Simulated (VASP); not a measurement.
Input of a VASP 6.6.1 run:

File INCAR:

```
SYSTEM = Li2Se
ALGO = Normal
EDIFF = 1E-6
ENCUT = 750
GGA = PE
GGA_COMPAT = .False.
ISIF = 2
ISMEAR = 0
LASPH = .True.
LCHARG = .False.
LREAL = .False.
LWAVE = .False.
NBANDS = 13
NELM = 120
PREC = Accurate
SIGMA = 0.05
```

File KPOINTS:

```
k-points
0
Gamma
  10 10 10
  0 0 0
```

POSCAR

```
Li2Se
1.0
    0.0000000000      3.0230880341      3.0230880341
    3.0230880341      0.0000000000      3.0230880341
    3.0230880341      3.0230880341      0.0000000000
Li Se
2 1
Direct
    0.2500000000      0.2500000000      0.2500000000
    0.7500000000      0.7500000000      0.7500000000
    0.0000000000      0.0000000000      0.0000000000
```

Potentials or basis: VASP PAW PBE potentials, release 64 (Li_sv, Se).

Run with:

```bash
$ cat potpaw_PBE.64/Li_sv/POTCAR potpaw_PBE.64/Se/POTCAR > POTCAR
$ mpirun -np 1 vasp_std > vasp.out
```

(1) What does it give for the band gap on the k mesh?

(2) What does it give for the pressure?

Results:

(1) 2.99 eV (least direct gap 3.30 eV).

(2) -0.7 GPa.
